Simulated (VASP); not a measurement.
# PbS (rocksalt type) (Fm-3m) in VASP: relaxation of cell and atoms with PBE

Aim: the relaxation of cell and atoms of PbS (rocksalt type) with PBE.

All numbers are computed with VASP 6.6.1; they aren't measurements. Logs are shortened: lines on timing, memory, paths and dates and some standing lists are left out, and cuts for length are marked.

### Step 1. The cell of the first run

Symmetry: Fm-3m, No. 225, cubic system. Conventional cell: a = 5.387 Å, b = 5.387 Å, c = 5.387 Å, α = 90.00°, β = 90.00°, γ = 90.00°. Within 3.6 Å of Pb (site symmetry m-3m) lie 6 S at 2.69 Å. Within 3.6 Å of S (site symmetry m-3m) lie 6 Pb at 2.69 Å.

### Step 2. Relaxation of cell and atoms, PBE

File INCAR:

```
SYSTEM = PbS
PREC = Accurate
ENCUT = 600
EDIFF = 1E-6
ISMEAR = -1
SIGMA = 0.1
LREAL = .FALSE.
LASPH = .TRUE.
NELM = 80
ALGO = Normal
ISIF = 3
LWAVE = .FALSE.
LCHARG = .FALSE.
GGA = PE
IBRION = 2
NSW = 60
EDIFFG = -0.005
```

File KPOINTS:

```
regular mesh
0
G
  14 14 14
  0 0 0
```

File POSCAR:

```
PbS
1.0
    0.0000000000      2.6934405028      2.6934405028
    2.6934405028      0.0000000000      2.6934405028
    2.6934405028      2.6934405028      0.0000000000
Pb S
1 1
Direct
    0.0000000000      0.0000000000      0.0000000000
    0.5000000000      0.5000000000      0.5000000000
```

Potentials or basis: VASP PAW PBE potentials, release 64 (Pb_d, S).

Command:

```bash
$ cat potpaw_PBE.64/Pb_d/POTCAR potpaw_PBE.64/S/POTCAR > POTCAR
$ mpirun -np 1 vasp_std > vasp.out
```

OUTCAR:

```text
SYSTEM = PbS
   PREC = Accurate
   ENCUT = 600
   EDIFF = 1E-6
   ISMEAR = -1
   LREAL = .FALSE.
   LASPH = .TRUE.
   NELM = 80
   ISIF = 3
   GGA = PE
   IBRION = 2
   NSW = 60
   EDIFFG = -0.005

 ion  position               nearest neighbor table
   1  0.000  0.000  0.000-   2 2.69   2 2.69   2 2.69   2 2.69   2 2.69   2 2.69
   2  0.500  0.500  0.500-   1 2.69   1 2.69   1 2.69   1 2.69   1 2.69   1 2.69

  LATTYP: Found a face centered cubic cell.
 ALAT       =     5.3868810056

  Lattice vectors:

 A1 = (   0.0000000000,   2.6934405028,   2.6934405028)
 A2 = (   2.6934405028,   0.0000000000,   2.6934405028)
 A3 = (   2.6934405028,   2.6934405028,   0.0000000000)

Analysis of symmetry for initial positions (statically):
=====================================================================
 Subroutine PRICEL returns:
 Original cell was already a primitive cell.

 Routine SETGRP: Setting up the symmetry group for a
 face centered cubic supercell.

 Subroutine GETGRP returns: Found 48 space group operations
 (whereof 48 operations were pure point group operations)
 out of a pool of 48 trial point group operations.

The static configuration has the point symmetry O_h .

Analysis of symmetry for dynamics (positions and initial velocities):
=====================================================================
 Subroutine PRICEL returns:
 Original cell was already a primitive cell.

 Routine SETGRP: Setting up the symmetry group for a
 face centered cubic supercell.

 Subroutine GETGRP returns: Found 48 space group operations
 (whereof 48 operations were pure point group operations)
 out of a pool of 48 trial point group operations.

The dynamic configuration has the point symmetry O_h .

 Subroutine INISYM returns: Found 48 space group operations
 (whereof 48 operations are pure point group operations),
 and found     1 'primitive' translations

----------------------------------------------------------------------------------------

                                     Primitive cell

  volume of cell :      39.0798

  direct lattice vectors                    reciprocal lattice vectors
     0.000000000  2.693440503  2.693440503    -0.185636178  0.185636178  0.185636178
     2.693440503  0.000000000  2.693440503     0.185636178 -0.185636178  0.185636178
     2.693440503  2.693440503  0.000000000     0.185636178  0.185636178 -0.185636178

  length of vectors
     3.809100089  3.809100089  3.809100089     0.321531292  0.321531292  0.321531292

  position of ions in fractional coordinates (direct lattice)
     0.000000000  0.000000000  0.000000000
     0.500000000  0.500000000  0.500000000

  ion indices of the primitive-cell ions
   primitive index   ion index
                 1           1
                 2           2

----------------------------------------------------------------------------------------

 KPOINTS: regular mesh

Automatic generation of k-mesh.
 Grid dimensions read from file:
 generate k-points for:   14   14   14

 Generating k-lattice:

  Cartesian coordinates                     Fractional coordinates (reciprocal lattice)
    -0.013259727  0.013259727  0.013259727     0.071428571  0.000000000  0.000000000
     0.013259727 -0.013259727  0.013259727     0.000000000  0.071428571  0.000000000
     0.013259727  0.013259727 -0.013259727     0.000000000  0.000000000  0.071428571

  Length of vectors
     0.022966521  0.022966521  0.022966521

  Shift w.r.t. Gamma in fractional coordinates (k-lattice)
     0.000000000  0.000000000  0.000000000

 Subroutine IBZKPT returns following result:
 ===========================================

 Found    104 irreducible k-points:

 Following reciprocal coordinates:
            Coordinates               Weight
  0.000000  0.000000  0.000000      1.000000
  0.071429  0.000000  0.000000      8.000000
  0.142857  0.000000  0.000000      8.000000
  0.214286  0.000000  0.000000      8.000000
  0.285714  0.000000  0.000000      8.000000
  0.357143  0.000000  0.000000      8.000000
[... 16 lines left out ...]
  0.214286  0.142857  0.000000     24.000000
  0.285714  0.142857  0.000000     24.000000
 [... further k-points ...]
   k-points           NKPTS =    104   k-points in BZ     NKDIM =    104   number of bands    NBANDS=     14
   number of dos      NEDOS =    301   number of ions     NIONS =      2
   total plane-waves  NPLWV =  27000
   dimension x,y,z NGX =    30 NGY =   30 NGZ =   30
   dimension x,y,z NGXF=    60 NGYF=   60 NGZF=   60
   ions per type =               1   1
   NGX,Y,Z   is equivalent  to a cutoff of  13.09, 13.09, 13.09 a.u.
   NGXF,Y,Z  is equivalent  to a cutoff of  26.19, 26.19, 26.19 a.u.
 SYSTEM =  PbS
   PREC   = accura    normal or accurate (medium, high low for compatibility)
   ISTART =      0    job   : 0-new  1-cont  2-samecut
   ICHARG =      2    charge: 1-file 2-atom 10-const
   ISPIN  =      1    spin polarized calculation?
   LNONCOLLINEAR =      F non collinear calculations
   LSORBIT =      F    spin-orbit coupling
   LASPH  =      T    aspherical Exc in radial PAW
   ENCUT  =  600.0 eV  44.10 Ry    6.64 a.u.   7.61  7.61  7.61*2*pi/ulx,y,z
   NELM   =     80;   NELMIN=  2; NELMDL= -5     # of ELM steps
   EDIFF  = 0.1E-05   stopping-criterion for ELM
   LREAL  =      F    real-space projection
   EDIFFG = -.5E-02   stopping-criterion for IOM
   NSW    =     60    number of steps for IOM
   IBRION =      2    ionic relax: 0-MD 1-quasi-New 2-CG
   NFREE  =      1    steps in history (QN), initial steepest desc. (CG)
   ISIF   =      3    stress and relaxation
   ISYM   =      2    0-nonsym 1-usesym 2-fastsym
   POTIM  = 0.5000    time-step for ionic-motion
   TEBEG  =    0.0;   TEEND  =   0.0 temperature during run
   PSTRESS=    0.0 pullay stress
   NELECT =      20.0000    total number of electrons
   NUPDOWN=      -1.0000    fix difference up-down
   EMIN   =  10.00;   EMAX   =-10.00  energy-range for DOS
   EFERMI =   0.00;   METHOD = LEGACY
   ISMEAR =    -1;   SIGMA  =   0.10  broadening in eV -4-tet -1-fermi 0-gaus
   EFERMI_NEDOS =   21; number of points for ismear=-14 and -15
   IALGO  =     38    algorithm
   IMIX   =      4    mixing-type and parameters
     AMIX     =   0.40;   BMIX     =  1.00
     AMIX_MAG =   1.60;   BMIX_MAG =  1.00
  volume/ion in A,a.u.               =      19.54       131.86
  Fermi-wavevector in a.u.,A,eV,Ry     =   1.309486  2.474569 23.330630  1.714753
  Thomas-Fermi vector in A             =   2.440081
   LORBIT       =      0    0 simple, 1 ext, 2 COOP (PROOUT), +10 PAW based schemes
   GGA     = PE    functional components
   LHFCALC =     F    Hartree Fock is set to
   AEXX    =    0.0000 exact exchange contribution
   IVDW    =     0    specifies the selected vdW correction
   LEPSILON=     F    determine dielectric tensor
   LRPA    =     F    only Hartree local field effects (RPA)
 conjugate gradient relaxation of ions
 non-spin polarized calculation
  energy-cutoff  :      600.00
  volume of cell :       39.08
 maximum number of plane-waves:      1323
   NGX = 15   NGY = 15   NGZ = 15

--------------------------------------- Ionic step        1  -------------------------------------------

 number of electron      20.0000004 magnetization

 Free energy of the ion-electron system (eV)
  ---------------------------------------------------
  ext. energy  EPLUGINS =         0.00000000
  ---------------------------------------------------
  free energy    TOTEN  =        -7.54208038 eV

  energy without entropy =       -7.53656756  energy(sigma->0) =       -7.53932397

 E-fermi :  10.0397     XC(G=0): -11.1210

 val. band max:        9.9731325719   @ k =  -0.4286   0.0714   0.0000
 cond. band min:      10.0557348785   @ k =  -0.4286   0.0714   0.0000
 fundamental gap:      0.0826023067
 Fermi energy:        10.0397056190

 k-point     1 :       0.0000    0.0000    0.0000
  band No.  band energies     occupation
      1      -7.4092      2.00000
      2      -7.4092      2.00000
      3      -7.4092      2.00000
      4      -7.4058      2.00000
      5      -7.4058      2.00000
      6      -6.4976      2.00000
      7       4.8773      2.00000
      8       6.4012      2.00000
      9       6.4012      2.00000
     10       6.4012      2.00000
     11      16.0664      0.00000
     12      16.0664      0.00000
     13      16.0664      0.00000
     14      16.3300      0.00000
[... 866 lines left out ...]
 POSITION                                       TOTAL-FORCE (eV/Angst)
 -----------------------------------------------------------------------------------
      3.23703      6.47407      3.23703         0.000000      0.000000     -0.000000
      3.23703      3.23703      3.23703        -0.000000     -0.000000      0.000000
 -----------------------------------------------------------------------------------
    total drift:                               -0.000000     -0.000000      0.000000

  FREE ENERGIE OF THE ION-ELECTRON SYSTEM (eV)
  ---------------------------------------------------
  free  energy   TOTEN  =        -8.3864975188 eV

  energy  without entropy=       -8.3862830374  energy(sigma->0) =       -8.38639028

--------------------------------------- Ionic step        3  -------------------------------------------

 number of electron      20.0000001 magnetization

 Free energy of the ion-electron system (eV)
  ---------------------------------------------------
  ext. energy  EPLUGINS =         0.00000000
  ---------------------------------------------------
  free energy    TOTEN  =        -8.76396659 eV

  energy without entropy =       -8.76350678  energy(sigma->0) =       -8.76373668

 E-fermi :   5.5552     XC(G=0):  -9.5051

 val. band max:        5.2959190629   @ k =   0.5000   0.0000   0.0000
 cond. band min:       5.7916453840   @ k =   0.5000   0.0000   0.0000
 fundamental gap:      0.4957263211
 Fermi energy:         5.5551725678

 k-point     1 :       0.0000    0.0000    0.0000
  band No.  band energies     occupation
      1     -11.4341      2.00000
      2     -11.4341      2.00000
      3     -11.4341      2.00000
      4     -11.4168      2.00000
      5     -11.4168      2.00000
      6      -7.9295      2.00000
      7      -0.7706      2.00000
      8       3.3462      2.00000
      9       3.3462      2.00000
     10       3.3462      2.00000
     11      10.4335      0.00000
     12      10.4335      0.00000
     13      10.4335      0.00000
     14      12.1587      0.00000
[... 413 lines left out ...]
 POSITION                                       TOTAL-FORCE (eV/Angst)
 -----------------------------------------------------------------------------------
      0.00000     -0.00000      0.00000         0.000000     -0.000000      0.000000
      3.00339      3.00339      3.00339        -0.000000      0.000000     -0.000000
 -----------------------------------------------------------------------------------
    total drift:                               -0.000000      0.000000      0.000000

  FREE ENERGIE OF THE ION-ELECTRON SYSTEM (eV)
  ---------------------------------------------------
  free  energy   TOTEN  =        -8.7639665854 eV

  energy  without entropy=       -8.7635067761  energy(sigma->0) =       -8.76373668

 reached required accuracy - stopping structural energy minimisation
```

Wall time 3.9 min (1 thread of Intel Xeon 8259CL, shared host); peak memory 0.23 GiB.

Results:

| Item | Value |
| --- | --- |
| Free energy | -8.7640 eV |
| Relaxed volume | 27.09 Å³/atom |
| Relaxed cell | a = 4.247 Å, b = 4.247 Å, c = 4.247 Å, α = 60.00°, β = 60.00°, γ = 60.00° |
| Space group after relaxing (to 0.1 Å) | Fm-3m (No. 225) |
| Energy gained by relaxing | 610.9 meV/atom |
| Ionic steps | 3 |
| Pressure after relaxing | 0.0 GPa |
| Band gap on the k mesh | 0.50 eV |

The path:
```csv
step,energy change (eV),largest force (eV/Å),pressure (GPa),volume (Å³)
1,0.0000,0.0000,34.30,39.08
2,-0.8444,0.0000,-7.22,67.84
3,-1.2219,0.0000,0.01,54.18
```

Final structure:
```
Pb S
1.0
     0.00000    3.00339    3.00339
     3.00339    0.00000    3.00339
     3.00339    3.00339    0.00000
Pb S
1 1
Direct
  0.00000 0.00000 0.00000
  0.50000 0.50000 0.50000
```

Levels at points of the mesh, in eV from the valence-band top:
```tsv
k point	band 7	band 8	band 9	band 10	band 11	band 12	band 13	band 14
(0.00, 0.00, 0.00)	-6.07	-1.95	-1.95	-1.95	5.14	5.14	5.14	6.86
(0.50, 0.00, 0.00)	-8.60	-1.59	-1.59	0.00	0.50	2.08	2.08	8.65
(0.50, 0.50, 0.00)	-7.11	-4.84	-3.16	-3.16	4.07	5.49	5.58	5.58
```

Caveat: the volume moved by over 15 % at a fixed basis, so the end points are rough; spin-orbit coupling is left out, which moves the levels of the heavy elements.
